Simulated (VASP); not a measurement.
A run of VASP 6.6.1:

INCAR

```
PREC = Accurate
ENCUT = 600
EDIFF = 1E-7
ISMEAR = -1
SIGMA = 0.02
LREAL = False
LASPH = True
NELM = 120
ALGO = Normal
ISIF = 3
LWAVE = False
LCHARG = False
GGA = PE
IBRION = 2
NSW = 80
EDIFFG = -0.005
GGA_COMPAT = False
NELMIN = 4
```

KPOINTS

```
Automatic mesh
0
Gamma
  6 6 6
```

POSCAR

```
Cu3N
1.0
    3.8070000000      0.0000000000      0.0000000000
    0.0000000000      3.8070000000      0.0000000000
    0.0000000000      0.0000000000      3.8070000000
Cu N
3 1
Direct
    0.5000000000      0.0000000000      0.0000000000
    0.0000000000      0.5000000000      0.0000000000
    0.0000000000      0.0000000000      0.5000000000
    0.0000000000      0.0000000000      0.0000000000
```

Potentials or basis: VASP PAW PBE potentials, release 64 (Cu, N).

The run is started by

```bash
$ cat potpaw_PBE.64/Cu/POTCAR potpaw_PBE.64/N/POTCAR > POTCAR
$ mpirun -np 1 vasp_std > vasp.out
```

Hardware: 1 thread of Intel(R) Xeon(R) 6975P-C (Granite Rapids), with other jobs on the host.

Problem. How long does it take, and how much memory?

Solution. It took 40 s on 1 thread of Intel(R) Xeon(R) 6975P-C (Granite Rapids) (shared host), peak memory 0.18 GiB. Counts: scf iterations 38, k points 20, ion steps 3.
